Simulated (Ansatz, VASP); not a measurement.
YN: VASP beside Ansatz

Contents of INCAR:

```
SYSTEM = YN
  ALGO = Normal
  EDIFF = 1E-8
  ENCUT = 520
  GGA = PE
  GGA_COMPAT = .False.
  ISIF = 2
  ISMEAR = -1
  LASPH = .True.
  LCHARG = .False.
  LEFG = .True.
  LREAL = .False.
  LWAVE = .False.
  NBANDS = 15
  NELM = 120
  PREC = Accurate
  SIGMA = 0.03
```

File KPOINTS:

```
k-points
0
Gamma
  9 9 9
  0 0 0
```

POSCAR

```
YN
1.0
    0.0000000000      2.4863258675      2.4863258675
    2.4863258675      0.0000000000      2.4863258675
    2.4863258675      2.4863258675      0.0000000000
Y N
1 1
Direct
    0.0000000000      0.0000000000      0.0000000000
    0.5000000000      0.5000000000      0.5000000000
```

Input for Ansatz:

```yaml
crystal:
  lattice:
    - [0.0, 2.4863258675, 2.4863258675]
    - [2.4863258675, 0.0, 2.4863258675]
    - [2.4863258675, 2.4863258675, 0.0]
  atoms:
    - { symbol: "Y", position: [0.0, 0.0, 0.0] }
    - { symbol: "N", position: [0.5, 0.5, 0.5] }
kpoints:
  mp_grid: { grid: [9, 9, 9] }
scf:
  occupations: { method: fermi_dirac, width: 0.03 }
hamiltonian:
  xc: pbe
  pseudopotentials: { kind: paw }
output:
  forces: true
  stress: true
  eigenvalues: true
  efg: { contact_densities: true }
```

Change from the starting cell: volume scaled by 1.06, PAW files.

Alike in both runs: task electric field gradients; functional PBE; k mesh 9 × 9 × 9; occupations fermi-dirac, width 0.03 eV; no spin polarisation.

|  | VASP | Ansatz |
| --- | --- | --- |
| version | VASP 6.6.1 | Ansatz 0.2.0 |
| potentials or method | VASP PAW PBE potentials, release 64 (Y_sv, N) | PAW with Ansatz's default frozen-core files, scalar-relativistic |
| plane-wave cutoff (eV) | 520 | 420 |
| valence electrons in the cell | 16 | 16 |

VASP gave:

```
pressure (GPa) : -6.0
```

**Question.** What did Ansatz give for the same quantities?

**Answer.** Pressure (GPa): -5.9.

The functional is the same, so the differences come from potentials, cutoffs and numerics.
